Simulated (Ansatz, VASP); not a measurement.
# One calculation of Li5Cl3, two programs

```xyz
8
Lattice="8.0899 0.0000 0.0000 -4.0450 7.0061 0.0000 0.0000 0.0000 4.5360" Properties=species:S:1:pos:R:3 pbc="T T T"
Li    4.0450    0.0000    0.0000
Li   -2.0225    3.5030    0.0000
Li    2.0225    3.5030    0.0000
Li    0.0000    0.0000    1.1395
Li    0.0000    0.0000    3.3965
Cl    4.0450    0.0000    2.2680
Cl   -2.0225    3.5030    2.2680
Cl    2.0225    3.5030    2.2680
```

Alike in both runs: functional PBE; k mesh 6 × 6 × 8; occupations gaussian, width 0.01 eV; no spin polarisation.

Ansatz relaxed the structure, and its values are those at the end. VASP's run is a single point on that final structure, the one shown.

|  | VASP | Ansatz |
| --- | --- | --- |
| version | VASP 6.6.1 | Ansatz 0.2.0 |
| potentials or method | VASP PAW PBE potentials, release 64 (Li_sv, Cl), cutoff 520 eV | scalar-relativistic, plane waves, PAW |
| valence electrons in the cell | 36 | 36 |

```tsv
	VASP	Ansatz	Ansatz less VASP
gap on the k mesh at the Fermi level (eV)	0.15	0.14	-0.009
least direct gap on the mesh (eV)	0.15	0.14	-0.009
```

With one functional, cell and mesh, what is left measures potentials, basis and numerics.

Noted on VASP's run: the cutoff is under 1.25 times that of the potentials, so the pressure is a little rough.
